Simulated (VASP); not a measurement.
Wanted: the native input for a VASP 6.6.1 run.

| Item | Value |
| --- | --- |
| Task | relaxation of cell and atoms |
| Functional | PBE |
| Potentials or basis | VASP PAW PBE potentials, release 64 (Al, H) |
| Cutoff | 600 eV |
| k mesh | 6 × 6 × 6 |
| Occupations | gaussian, width 0.1 eV |
| Spin | no spin polarisation |
| Dipole correction | no |
| Further INCAR settings | ALGO = Normal; EDIFF = 1e-07; IBRION = 2; EDIFFG = -0.04; NSW = 90; ISIF = 3 |

The structure of AlH6 lies in POSCAR:

```
AlH6
1.0
    3.8450937877      0.0000000000      0.0000000000
   -1.9225468938      3.3299489001      0.0000000000
    0.0000000000      0.0000000000      3.7175455094
Al H
1 6
Direct
    0.0000000000      0.0000000000      0.0000000000
    0.5111437625      0.4888562375      0.0000000000
    0.5111437625      0.0222875250      0.0000000000
    0.9777124750      0.4888562375      0.0000000000
    0.0000000000      0.0000000000      0.5000000000
    0.3333333333      0.6666666667      0.3989361355
    0.3333333333      0.6666666667      0.6010638645
```

These files were run (other wordings do the same):

INCAR

```
SYSTEM = AlH6
ALGO     = Normal         ! electronic algorithm
EDIFF    = 1E-7           ! SCF threshold, eV
EDIFFG   = -0.04          ! ionic threshold
ENCUT    = 600            ! plane-wave cutoff, eV
GGA      = PE             ! functional
IBRION   = 2              ! ionic algorithm
ISIF     = 3              ! what is computed and relaxed
ISMEAR   = 0              ! smearing method
LASPH    = .True.         ! aspherical terms in the spheres
LCHARG   = .False.        ! write CHGCAR
LREAL    = .False.        ! projectors in reciprocal space
LWAVE    = .False.        ! write WAVECAR
NELM     = 100            ! most SCF steps
NSW      = 90             ! ionic steps
PREC     = Accurate       ! precision mode
SIGMA    = 0.1            ! smearing width, eV
```

KPOINTS

```
k-points
0
Gamma
  6 6 6
  0 0 0
```

Potentials or basis: VASP PAW PBE potentials, release 64 (Al, H).

Command:

```bash
$ cat potpaw_PBE.64/Al/POTCAR potpaw_PBE.64/H/POTCAR > POTCAR
$ mpirun -np 1 vasp_std > vasp.out
```

It gave:

* Pressure after relaxing: -0.2 GPa
* Largest force after relaxing: 0.017 eV/Å

Caveat: the relaxation stopped at its first step, so nothing moved.

It took 11 s on 1 thread of Intel(R) Xeon(R) Platinum 8488C (Sapphire Rapids) (shared host), peak memory 0.17 GiB.
